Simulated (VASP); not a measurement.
Input of a VASP 6.6.1 run:

File INCAR:

```
PREC     = Accurate       # precision mode
ENCUT    = 520            # plane-wave cutoff, eV
EDIFF    = 1E-6           # SCF threshold, eV
ISMEAR   = -1             # smearing method
SIGMA    = 0.02           # smearing width, eV
LREAL    = F              # projectors in reciprocal space
LASPH    = T              # aspherical terms in the spheres
NELM     = 60             # most SCF steps
ALGO     = Normal         # electronic algorithm
ISIF     = 2              # what is computed and relaxed
LWAVE    = F              # write WAVECAR
LCHARG   = F              # write CHGCAR
GGA      = PE             # functional
NBANDS   = 26             # bands
```

KPOINTS

```
regular mesh
0
Gamma
  12 12 6
```

Contents of POSCAR:

```
ZnO
1.0
    3.1706340496      0.0000000000      0.0000000000
   -1.5853170248      2.7458496330      0.0000000000
    0.0000000000      0.0000000000      5.1067327949
Zn O
2 2
Direct
    0.3333333333      0.6666666667     -0.0023477533
    0.6666666667      0.3333333333      0.4976522467
    0.3333333333      0.6666666667      0.3773477533
    0.6666666667      0.3333333333      0.8773477533
```

Potentials or basis: VASP PAW PBE potentials, release 64 (Zn, O).

Run with:

```sh
$ cat potpaw_PBE.64/Zn/POTCAR potpaw_PBE.64/O/POTCAR > POTCAR
$ mpirun -np 1 vasp_std > vasp.out
```

Problem. What does it give for the band gap on the k mesh?

Solution. 0.88 eV.

Problem. Predict the largest force.

Solution. 0.007 eV/Å.

Forces in eV/Å, atoms in the order of the input:
```
Zn   0.000  0.000  0.007
Zn   0.000  0.000  0.007
O    0.000  0.000 -0.007
O    0.000  0.000 -0.007
```

Caveat: the cell differs from its parent crystal (strain -2.0%).
